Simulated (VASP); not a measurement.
Wanted: the native input for a VASP 6.6.1 run.

| Item | Value |
| --- | --- |
| Task | single point |
| Functional | PBE |
| Potentials or basis | VASP PAW PBE potentials, release 64 (Zr_sv, Pb_d, O) |
| Cutoff | 520 eV |
| k mesh | 6 × 6 × 2 |
| Occupations | gaussian, width 0.1 eV |
| Spin | no spin polarisation |
| Dipole correction | no |
| Further INCAR settings | ALGO = Normal; EDIFF = 1e-06; NBANDS = 34 |

The structure of ZrPbO4 lies in POSCAR:

```
ZrPbO4
1.0
    3.7418525300      0.0000000000      0.0000000000
   -1.8709262600      3.2405393500      0.0000000000
    0.0000000000      0.0000000000      8.3613787300
Zr Pb O
1 1 4
Direct
    0.0000000000      0.0000000000      0.5000000000
    0.0000000000      0.0000000000      0.0000000000
    0.3333333300      0.6666666700      0.6368875700
    0.3333333300      0.6666666700      0.3631124300
    0.6666666700      0.3333333300      0.3631124300
    0.6666666700      0.3333333300      0.6368875700
```

The input as run:

INCAR

```
  ALGO = Normal
  EDIFF = 1E-6
  ENCUT = 520
  GGA = PE
  ISIF = 2
  ISMEAR = 0
  LASPH = T
  LCHARG = F
  LREAL = F
  LWAVE = F
  NBANDS = 34
  NELM = 100
  PREC = Accurate
  SIGMA = 0.1
```

KPOINTS

```
k-points
0
Gamma
  6 6 2
```

Potentials or basis: VASP PAW PBE potentials, release 64 (Zr_sv, Pb_d, O).

Command:

```bash
$ cat potpaw_PBE.64/Zr_sv/POTCAR potpaw_PBE.64/Pb_d/POTCAR potpaw_PBE.64/O/POTCAR > POTCAR
$ mpirun -np 1 vasp_std > vasp.out
```

It gave:

* Pressure: -9.4 GPa
* Largest force: 0.290 eV/Å
* Band gap on the k mesh: zero (band 25 reaches 4.22 eV, above the bottom of band 26 at 3.70 eV)

Caveat: the k points lie up to 0.38 Å⁻¹ apart; spin-orbit coupling is left out, which moves the levels of the heavy elements.

It took 25 s on 1 thread of Intel(R) Xeon(R) 6975P-C (Granite Rapids), on a shared host, peak memory 0.23 GiB.
